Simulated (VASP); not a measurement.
Here is a VASP 6.6.1 calculation.

The input INCAR:

```
SYSTEM = SrTiO3
  PREC = Accurate
  ENCUT = 600
  EDIFF = 1E-6
  ISMEAR = 0
  SIGMA = 0.02
  LREAL = .False.
  LASPH = .True.
  NELM = 120
  ALGO = Normal
  ISIF = 2
  LWAVE = .False.
  LCHARG = .False.
  GGA = CA
  NBANDS = 28
  GGA_COMPAT = .False.
```

The input KPOINTS:

```
regular mesh
0
Gamma
  8 8 8
  0 0 0
```

File POSCAR:

```
SrTiO3
1.0
    3.8547971428      0.0000000000      0.0000000000
    0.0000000000      3.8547971428      0.0000000000
    0.0000000000      0.0000000000      3.8547971428
Sr Ti O
1 1 3
Direct
    0.0000000000      0.0000000000      0.0000000000
    0.5000000000      0.5000000000      0.5000000000
    0.5000000000      0.5000000000      0.0000000000
    0.0000000000      0.5000000000      0.5000000000
    0.5000000000      0.0000000000      0.5000000000
```

Potentials or basis: VASP PAW LDA potentials, release 64 (Sr_sv, Ti_sv, O).

The run is started by

```bash
$ cat potpaw_LDA.64/Sr_sv/POTCAR potpaw_LDA.64/Ti_sv/POTCAR potpaw_LDA.64/O/POTCAR > POTCAR
$ mpirun -np 1 vasp_std > vasp.out
```

**Question.** What does it give for the band gap on the k mesh?

**Answer.** 1.82 eV, indirect (least direct gap 2.15 eV).

**Question.** What does it give for the pressure?

**Answer.** 0.8 GPa.

A k mesh can miss the band edges. As with any semilocal functional, this LDA gap is likely too small.
